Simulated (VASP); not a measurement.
# Hf (I4/mmm) in VASP: notebook

The runs below take Hf through single point, with LDA.

Program: VASP 6.6.1. These are calculated values, not measurements. Logs are shortened: lines on timing, memory, paths and dates and some standing lists are left out, and cuts for length are marked.

**1. The cell of the first run**

The structure is tetragonal, space group I4/mmm (No. 139). The conventional cell has a = 3.140 Å, b = 3.140 Å, c = 4.662 Å, α = 90.00°, β = 90.00°, γ = 90.00°. Within 4.1 Å of Hf (site symmetry 4/mmm) lie 12 Hf at 3.14 to 3.22 Å.

**2. Single point, LDA (strain +0.0500 x Voigt [1, 0, 0, 0, 0, 0])**

File INCAR:

```
  ALGO = Normal
  EDIFF = 1E-6
  ENCUT = 520
  ISIF = 2
  ISMEAR = 0
  LASPH = True
  LCHARG = False
  LREAL = False
  LWAVE = False
  NBANDS = 11
  NELM = 80
  PREC = Accurate
  SIGMA = 0.15
```

File KPOINTS:

```
k-points
0
Gamma
  18 18 18
```

File POSCAR:

```
Hf
1.0
    0.0000000000      2.2200000000      2.2200000000
    2.3310000000      0.0000000000      2.2200000000
    2.3310000000      2.2200000000      0.0000000000
Hf
1
Direct
    0.0000000000      0.0000000000      0.0000000000
```

Potentials or basis: VASP PAW LDA potentials, release 64 (Hf_pv).

The run is started by

```sh
> cat potpaw_LDA.64/Hf_pv/POTCAR > POTCAR
> mpirun -np 1 vasp_std > vasp.out
```

OUTCAR:

```text
EDIFF = 1E-6
   ENCUT = 520
   ISIF = 2
   ISMEAR = 0
   LASPH = True
   LREAL = False
   NELM = 80
   PREC = Accurate

 ion  position               nearest neighbor table
   1  0.000  0.000  0.000-

  LATTYP: Found a body centered tetragonal cell.
 ALAT       =     3.1395541085
 C/A-ratio  =     1.4849242405

  Lattice vectors:

 A1 = (   2.3310000000,   0.0000000000,   2.2200000000)
 A2 = (   2.3310000000,   0.0000000000,  -2.2200000000)
 A3 = (  -2.3310000000,   2.2200000000,   0.0000000000)

Analysis of symmetry for initial positions (statically):
=====================================================================
 Subroutine PRICEL returns:
 Original cell was already a primitive cell.

 Routine SETGRP: Setting up the symmetry group for a
 body centered tetragonal supercell.

 Subroutine GETGRP returns: Found 16 space group operations
 (whereof 16 operations were pure point group operations)
 out of a pool of 16 trial point group operations.

The static configuration has the point symmetry D_4h.

Analysis of symmetry for dynamics (positions and initial velocities):
=====================================================================
 Subroutine PRICEL returns:
 Original cell was already a primitive cell.

 Routine SETGRP: Setting up the symmetry group for a
 body centered tetragonal supercell.

 Subroutine GETGRP returns: Found 16 space group operations
 (whereof 16 operations were pure point group operations)
 out of a pool of 16 trial point group operations.

The dynamic configuration has the point symmetry D_4h.

 Subroutine INISYM returns: Found 16 space group operations
 (whereof 16 operations are pure point group operations),
 and found     1 'primitive' translations

----------------------------------------------------------------------------------------

                                     Primitive cell

  volume of cell :      22.9762

  direct lattice vectors                    reciprocal lattice vectors
     0.000000000  2.220000000  2.220000000    -0.214500215  0.225225225  0.225225225
     2.331000000  0.000000000  2.220000000     0.214500215 -0.225225225  0.225225225
     2.331000000  2.220000000  0.000000000     0.214500215  0.225225225 -0.225225225

  length of vectors
     3.139554108  3.219000000  3.219000000     0.384009305  0.384009305  0.384009305

  position of ions in fractional coordinates (direct lattice)
     0.000000000  0.000000000  0.000000000
[... 81 lines left out ...]
   NFREE  =      0    steps in history (QN), initial steepest desc. (CG)
   ISIF   =      2    stress and relaxation
   ISYM   =      2    0-nonsym 1-usesym 2-fastsym
   POTIM  = 0.5000    time-step for ionic-motion
   TEBEG  =    0.0;   TEEND  =   0.0 temperature during run
   PSTRESS=    0.0 pullay stress
   NELECT =      10.0000    total number of electrons
   NUPDOWN=      -1.0000    fix difference up-down
   EMIN   =  10.00;   EMAX   =-10.00  energy-range for DOS
   EFERMI =   0.00;   METHOD = LEGACY
   ISMEAR =     0;   SIGMA  =   0.15  broadening in eV -4-tet -1-fermi 0-gaus
   EFERMI_NEDOS =   21; number of points for ismear=-14 and -15
   IALGO  =     38    algorithm
   IMIX   =      4    mixing-type and parameters
     AMIX     =   0.40;   BMIX     =  1.00
     AMIX_MAG =   1.60;   BMIX_MAG =  1.00
  volume/ion in A,a.u.               =      22.98       155.05
  Fermi-wavevector in a.u.,A,eV,Ry     =   1.240649  2.344486 20.942206  1.539209
  Thomas-Fermi vector in A             =   2.375080
   LORBIT       =      0    0 simple, 1 ext, 2 COOP (PROOUT), +10 PAW based schemes
   GGA     = CA    functional components
   LHFCALC =     F    Hartree Fock is set to
   AEXX    =    0.0000 exact exchange contribution
   IVDW    =     0    specifies the selected vdW correction
   LEPSILON=     F    determine dielectric tensor
   LRPA    =     F    only Hartree local field effects (RPA)
 non-spin polarized calculation
 Gauss-broadening in eV      SIGMA  =   0.15
  energy-cutoff  :      520.00
  volume of cell :       22.98
 maximum number of plane-waves:       636
   NGX = 11   NGY = 11   NGZ = 11

 number of electron      10.0000000 magnetization

 Free energy of the ion-electron system (eV)
  ---------------------------------------------------
  ext. energy  EPLUGINS =         0.00000000
  ---------------------------------------------------
  free energy    TOTEN  =       -10.55958225 eV

  energy without entropy =      -10.54111339  energy(sigma->0) =      -10.55034782

 E-fermi :   4.4280     XC(G=0): -11.3515

 val. band max:        4.4262849255   @ k =  -0.1667   0.3333   0.2222
 cond. band min:       4.4304692808   @ k =  -0.3333   0.0556   0.0000
 fundamental gap:      0.0041843553
 Fermi energy:         4.4279974823

 k-point     1 :       0.0000    0.0000    0.0000
  band No.  band energies     occupation
      1     -25.5359      2.00000
      2     -25.5272      2.00000
      3     -25.5272      2.00000
      4      -2.6272      2.00000
      5       5.3834      0.00000
      6       5.9443      0.00000
      7       5.9443      0.00000
      8       7.9613      0.00000
      9       8.7852      0.00000
     10      15.7992      0.00000
     11      16.4431      0.00000
[... 309 lines left out ...]
 k-point    24 :      -0.2222    0.0556   -0.0000
  band No.  band energies     occupation
      1     -25.8960      2.00000
      2     -25.6039      2.00000
      3     -25.5723      2.00000
      4      -0.8239      2.00000
      5       4.5415      0.28439
      6       5.8669      0.00000
      7       6.3520      0.00000
      8       7.8482      0.00000
      9       8.8531      0.00000
     10      16.1407      0.00000
     11      16.4565      0.00000

 [... further k-points ...]

------------------------ aborting loop because EDIFF is reached ----------------------------------------

  FORCE on cell =-STRESS in cart. coord.  units (eV):
  Direction    XX          YY          ZZ          XY          YZ          ZX
  --------------------------------------------------------------------------------------
  -------------------------------------------------------------------------------------
  Total       -1.6746772     -1.3099400     -1.3099400     -0.0000000      0.0000000      0.0000000
  in kB     -116.7786536    -91.3447859    -91.3447859     -0.0000000      0.0000000      0.0000000
  external PRESSURE =     -99.8227418 kB  Pullay stress =       0.0000000 kB

 VOLUME and BASIS-vectors are now :
 -----------------------------------------------------------------------------
  energy-cutoff  :      520.00
  volume of cell :       22.98
      direct lattice vectors                 reciprocal lattice vectors
     0.000000000  2.220000000  2.220000000    -0.214500215  0.225225225  0.225225225
     2.331000000  0.000000000  2.220000000     0.214500215 -0.225225225  0.225225225
     2.331000000  2.220000000  0.000000000     0.214500215  0.225225225 -0.225225225

 POSITION                                       TOTAL-FORCE (eV/Angst)
 -----------------------------------------------------------------------------------
      0.00000      0.00000      0.00000        -0.000000     -0.000000      0.000000
 -----------------------------------------------------------------------------------
    total drift:                                0.000000      0.000000     -0.000000

  FREE ENERGIE OF THE ION-ELECTRON SYSTEM (eV)
  ---------------------------------------------------
  free  energy   TOTEN  =       -10.5595822517 eV

  energy  without entropy=      -10.5411133942  energy(sigma->0) =      -10.55034782
```

OSZICAR:

```text
N       E                     dE             d eps       ncg     rms          rms(c)
DAV:   1     0.121505590078E+02    0.12151E+02   -0.57009E+03 10672   0.837E+02
DAV:   2    -0.105080973415E+02   -0.22659E+02   -0.21961E+02 13447   0.153E+02
DAV:   3    -0.109484165437E+02   -0.44032E+00   -0.43508E+00 13522   0.147E+01
DAV:   4    -0.109501320465E+02   -0.17155E-02   -0.17151E-02 12275   0.109E+00
DAV:   5    -0.109501416036E+02   -0.95571E-05   -0.95566E-05 13375   0.715E-02    0.450E+01
DAV:   6    -0.106591332256E+02    0.29101E+00   -0.23906E-01 12024   0.345E+00    0.263E+01
DAV:   7    -0.105639319432E+02    0.95201E-01   -0.34090E-01 12201   0.394E+00    0.124E+00
DAV:   8    -0.105595494934E+02    0.43824E-02   -0.25126E-02 12044   0.109E+00    0.746E-02
DAV:   9    -0.105595839823E+02   -0.34489E-04   -0.42009E-04 12674   0.155E-01    0.492E-02
DAV:  10    -0.105595831420E+02    0.84035E-06   -0.21732E-05 12403   0.329E-02    0.382E-02
DAV:  11    -0.105595822517E+02    0.89030E-06   -0.29912E-06 12362   0.128E-02
   1 F= -.10559582E+02 E0= -.10550348E+02  d E =-.184689E-01
```

Wall time 25 s (1 thread of Intel Xeon 6975P-C (Granite Rapids), shared host); peak memory 0.22 GiB.

Results:

| Property | Result |
| --- | --- |
| Free energy | -10.5596 eV |
| Pressure | -10.0 GPa |
| Band gap on the k mesh | zero (bands 5 and 6 overlap by 1.81 eV) |

Levels at points of the mesh, in eV from the Fermi level:
```csv
k point,band 2,band 3,band 4,band 5,band 6,band 7,band 8,band 9
"(0.00, 0.00, 0.00)",-29.96,-29.96,-7.06,0.96,1.52,1.52,3.53,4.36
"(0.50, 0.00, 0.00)",-30.09,-30.03,-3.55,0.65,0.81,1.40,5.86,6.17
"(0.50, 0.50, 0.00)",-30.29,-30.21,-3.11,-2.08,2.77,5.92,6.31,6.95
"(0.00, 0.50, 0.50)",-30.19,-30.19,-3.23,-1.99,2.03,6.07,6.61,6.61
```

Caveat: the cell differs from its parent crystal (strain +0.0500 x Voigt [1, 0, 0, 0, 0, 0]); the cell stands under tension; spin-orbit coupling is left out, which moves the levels of the heavy elements.

**3. Single point, LDA (strain +0.0750 x Voigt [1, 0, 0, 0, 0, 0])**

File INCAR:

```
SYSTEM = Hf
  PREC = Accurate
  ENCUT = 520
  EDIFF = 1E-6
  ISMEAR = 0
  SIGMA = 0.15
  LREAL = .False.
  LASPH = .True.
  NELM = 100
  ALGO = Normal
  ISIF = 2
  LWAVE = .False.
  LCHARG = .True.
  GGA = CA
  LELF = .True.
  LVHAR = .True.
  NBANDS = 11
```

File KPOINTS:

```
regular mesh
0
Gamma
  18 18 18
  0 0 0
```

File POSCAR:

```
Hf
1.0
    0.0000000000      2.2200000000      2.2200000000
    2.3865000000      0.0000000000      2.2200000000
    2.3865000000      2.2200000000      0.0000000000
Hf
1
Direct
    0.0000000000      0.0000000000      0.0000000000
```

Potentials or basis: VASP PAW LDA potentials, release 64 (Hf_pv).

The run is started by

```sh
> cat potpaw_LDA.64/Hf_pv/POTCAR > POTCAR
> mpirun -np 1 vasp_std > vasp.out
```

OUTCAR:

```text
SYSTEM = Hf
   PREC = Accurate
   ENCUT = 520
   EDIFF = 1E-6
   ISMEAR = 0
   LREAL = .False.
   LASPH = .True.
   NELM = 100
   ISIF = 2
   GGA = CA

 ion  position               nearest neighbor table
   1  0.000  0.000  0.000-

  LATTYP: Found a body centered tetragonal cell.
 ALAT       =     3.1395541085
 C/A-ratio  =     1.5202795796

  Lattice vectors:

 A1 = (   2.3865000000,   0.0000000000,   2.2200000000)
 A2 = (   2.3865000000,   0.0000000000,  -2.2200000000)
 A3 = (  -2.3865000000,   2.2200000000,   0.0000000000)
[... 515 lines left out ...]

 [... further k-points ...]

------------------------ aborting loop because EDIFF is reached ----------------------------------------

  FORCE on cell =-STRESS in cart. coord.  units (eV):
  Direction    XX          YY          ZZ          XY          YZ          ZX
  --------------------------------------------------------------------------------------
  -------------------------------------------------------------------------------------
  Total       -2.0780721     -1.5578832     -1.5578832     -0.0000000      0.0000000     -0.0000000
  in kB     -141.5382436   -106.1079921   -106.1079921     -0.0000000      0.0000000     -0.0000000
  external PRESSURE =    -117.9180760 kB  Pullay stress =       0.0000000 kB

 VOLUME and BASIS-vectors are now :
 -----------------------------------------------------------------------------
  energy-cutoff  :      520.00
  volume of cell :       23.52
      direct lattice vectors                 reciprocal lattice vectors
     0.000000000  2.220000000  2.220000000    -0.209511837  0.225225225  0.225225225
     2.386500000  0.000000000  2.220000000     0.209511837 -0.225225225  0.225225225
     2.386500000  2.220000000  0.000000000     0.209511837  0.225225225 -0.225225225

 POSITION                                       TOTAL-FORCE (eV/Angst)
 -----------------------------------------------------------------------------------
      0.00000      0.00000      0.00000         0.000000      0.000000     -0.000000
 -----------------------------------------------------------------------------------
    total drift:                               -0.000000      0.000000     -0.000000

  FREE ENERGIE OF THE ION-ELECTRON SYSTEM (eV)
  ---------------------------------------------------
  free  energy   TOTEN  =       -10.5154824157 eV

  energy  without entropy=      -10.4953488022  energy(sigma->0) =      -10.50541561
```

stdout:

```text
POSCAR found type information on POSCAR Hf
 POSCAR found :  1 types and       1 ions
 scaLAPACK will be used
 LDA part: xc-table for (Slater(with rela. corr.)+CA(PZ))
 , standard interpolation
 POSCAR, INCAR and KPOINTS ok, starting setup
 FFT: planning ... GRIDC
 FFT: planning ... GRID_SOFT
 FFT: planning ... GRID
 WAVECAR not read
 entering main loop
```

Wall time 26 s (1 thread of Intel Xeon 6975P-C (Granite Rapids), shared host); peak memory 0.23 GiB.

What came out:

| Quantity | Value |
| --- | --- |
| Free energy | -10.5155 eV |
| Pressure | -11.8 GPa |
| Band gap on the k mesh | zero (bands 5 and 6 overlap by 1.62 eV) |

Stress tensor (GPa, compression positive):
```
-14.15   0.00   0.00
  0.00 -10.61   0.00
  0.00   0.00 -10.61
```

Caveat: the cell differs from its parent crystal (strain +0.0750 x Voigt [1, 0, 0, 0, 0, 0]); the cell stands under tension; spin-orbit coupling is left out, which moves the levels of the heavy elements.
